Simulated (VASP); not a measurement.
AlSn, 6 atoms in the cell. Symmetry: P6/mmm, No. 191, hexagonal system. The conventional cell has a = 9.304 Å, b = 9.304 Å, c = 2.956 Å, α = 90.00°, β = 90.00°, γ = 120.00°. Within 3.9 Å of Al (site symmetry 6/mmm) lie 2 Al at 2.96 Å. Al (site symmetry -6m2) has 3 Sn at 2.69 Å and 2 Al at 2.96 Å within 3.5 Å. Within 3.5 Å of Sn (site symmetry mmm) lie 2 Al at 2.69 Å and 2 Sn at 2.96 Å. The cell was built from a structure type or drawn by symmetry, and may not be a known phase.

| Property | Result |
| --- | --- |
| Program | VASP 6.6.1 |
| Task | single point |
| Functional | PBE |
| Potentials or basis | VASP PAW PBE potentials, release 64 (Al, Sn_d) |
| Cutoff | 520 eV |
| k mesh | 6 × 6 × 12 |
| Occupations | gaussian, width 0.1 eV |
| Spin | no spin polarisation |
| Dipole correction | no |
| Further INCAR settings | ALGO = Fast; EDIFF = 1e-06; NBANDS = 34 |

Potentials or basis: VASP PAW PBE potentials, release 64 (Al, Sn_d).

Command:

```console
$ cat potpaw_PBE.64/Al/POTCAR potpaw_PBE.64/Sn_d/POTCAR > POTCAR
$ mpirun -np 1 vasp_std > vasp.out
```

Hardware: 1 thread of Intel Xeon 8259CL, with other jobs on the host.

Question: Estimate the wall time of this run.

Answer: Wall time 9.3 min on 1 thread of Intel Xeon 8259CL (shared host), peak memory 0.52 GiB. Counts: scf iterations 17, k points 49.
